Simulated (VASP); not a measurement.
Set up this calculation in VASP 6.6.1, as the native input.

```
Task                   : single point
Functional             : PBE
Dispersion             : D3(BJ)
Potentials or basis    : VASP PAW PBE potentials, release 64 (Zn, Se)
Cutoff                 : 520 eV
k mesh                 : 8 × 8 × 6
Occupations            : gaussian, width 0.05 eV
Spin                   : no spin polarisation
Dipole correction      : no
Further INCAR settings : ALGO = Normal; EDIFF = 1e-07; NBANDS = 26
```

The structure of ZnSe lies in POSCAR:

```
ZnSe
1.0
    3.9792513083      0.0000000000      0.0000000000
    0.0000000000      3.9792513083      0.0000000000
    0.0000000000      0.0000000000      6.4685785380
Zn Se
2 2
Direct
    0.0000000000      0.0000000000      0.0000000000
    0.5000000000      0.5000000000      0.0000000000
    0.0000000000      0.5000000000      0.2462800000
    0.5000000000      0.0000000000      0.7537200000
```

This cell differs from its parent crystal: ratio of the length along z to the lengths across it x 1.1, volume and fractional coordinates fixed.

These files were run (other wordings do the same):

INCAR

```
  PREC = Accurate
  ENCUT = 520
  EDIFF = 1E-7
  ISMEAR = 0
  SIGMA = 0.05
  LREAL = False
  LASPH = True
  NELM = 80
  ALGO = Normal
  ISIF = 2
  LWAVE = False
  LCHARG = True
  GGA = PE
  IVDW = 12
  LELF = True
  LVHAR = True
  NBANDS = 26
```

KPOINTS

```
regular mesh
0
Gamma
  8 8 6
```

Potentials or basis: VASP PAW PBE potentials, release 64 (Zn, Se).

Launch:

```console
$ cat potpaw_PBE.64/Zn/POTCAR potpaw_PBE.64/Se/POTCAR > POTCAR
$ mpirun -np 1 vasp_std > vasp.out
```

Results of the run:

| Quantity | Value |
| --- | --- |
| Pressure | -1.7 GPa |
| Largest force | 0.469 eV/Å |
| Band gap on the k mesh | 1.84 eV |
| Dispersion energy per atom | -0.282 eV |

Wall time 120 s on 1 thread of AMD EPYC 7R43 64-Core Processor (Zen 3) (shared host), peak memory 0.25 GiB.
